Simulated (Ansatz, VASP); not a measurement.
**One calculation of MgO3, two programs**

```xyz
4
Lattice="2.2757 0.0000 0.0000 0.0000 2.3500 0.0000 0.0000 0.0000 8.4438" Properties=species:S:1:pos:R:3 pbc="T T T"
Mg    0.0000    0.0000    0.0000
O     0.0000    1.1750    2.1620
O     0.0000    0.0000    4.2219
O     0.0000    1.1750    6.2819
```

Change from the starting cell: species swapped into the Sn3Pb type (Pmmm, No. 47).

Alike in both runs: task relaxation of cell and atoms; functional PBE; k mesh 8 × 8 × 2; occupations gaussian, width 0.1 eV; no spin polarisation.

|  | VASP | Ansatz |
| --- | --- | --- |
| version | VASP 6.6.1 | Ansatz 0.2.0 |
| potentials or method | VASP PAW PBE potentials, release 64 (Mg, O), cutoff 600 eV | scalar-relativistic, plane waves, PAW |
| valence electrons in the cell | 20 | 28 |

|  | VASP | Ansatz | Ansatz less VASP |
| --- | --- | --- | --- |
| relaxed volume (Å³/atom) | 10.97 | 18.22 | +7.244 |
| relaxed length of the cell vector where the two differ most in proportion (Å) | 3.024 | 4.945 | +1.9209 |

One of these differences is far larger than is usual between the two programs; its cause wasn't traced. VASP's potentials hold 20 valence electrons a cell and Ansatz's 28, so a difference there can come from the potentials and not from the codes.

The k mesh is coarse, so the values compare programs but aren't converged.
